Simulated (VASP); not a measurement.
Write the native input for VASP 6.6.1 that does the following.

```
Task                   : single point
Functional             : PBE
Potentials or basis    : VASP PAW PBE potentials, release 64 (Sb)
Cutoff                 : 520 eV
k mesh                 : 9 × 9 × 5
Occupations            : gaussian, width 0.019 eV
Spin                   : no spin polarisation
Dipole correction      : no
Further INCAR settings : ALGO = Normal; EDIFF = 1e-06; NBANDS = 12
```

The structure of Sb lies in POSCAR:

```
Sb
1.0
    3.3545324186      0.0000000000      0.0000000000
   -1.6772662093      2.9051102923      0.0000000000
    0.0000000000      0.0000000000      5.4701606500
Sb
2
Direct
    0.6666666667      0.3333333333      0.7500000000
    0.3333333333      0.6666666667      0.2500000000
```

These files were run (other wordings do the same):

INCAR

```
SYSTEM = Sb
PREC = Accurate
ENCUT = 520
EDIFF = 1E-6
ISMEAR = 0
SIGMA = 0.019000000000000003
LREAL = .FALSE.
LASPH = .TRUE.
NELM = 60
ALGO = Normal
ISIF = 2
LWAVE = .FALSE.
LCHARG = .TRUE.
GGA = PE
LELF = .TRUE.
LVHAR = .TRUE.
NBANDS = 12
```

KPOINTS

```
regular mesh
0
G
  9 9 5
  0 0 0
```

Potentials or basis: VASP PAW PBE potentials, release 64 (Sb).

The run is started by

```sh
$ cat potpaw_PBE.64/Sb/POTCAR > POTCAR
$ mpirun -np 1 vasp_std > vasp.out
```

It gave:

```
Pressure               : 1.3 GPa
Band gap on the k mesh : zero (band 5 reaches 12.82 eV, above the bottom of band 6 at 5.89 eV)
```

Caveat: spin-orbit coupling is left out, which moves the levels of the heavy elements.

Run time: 39 s on 1 thread of Intel Xeon 8259CL (shared host), peak memory 0.17 GiB.
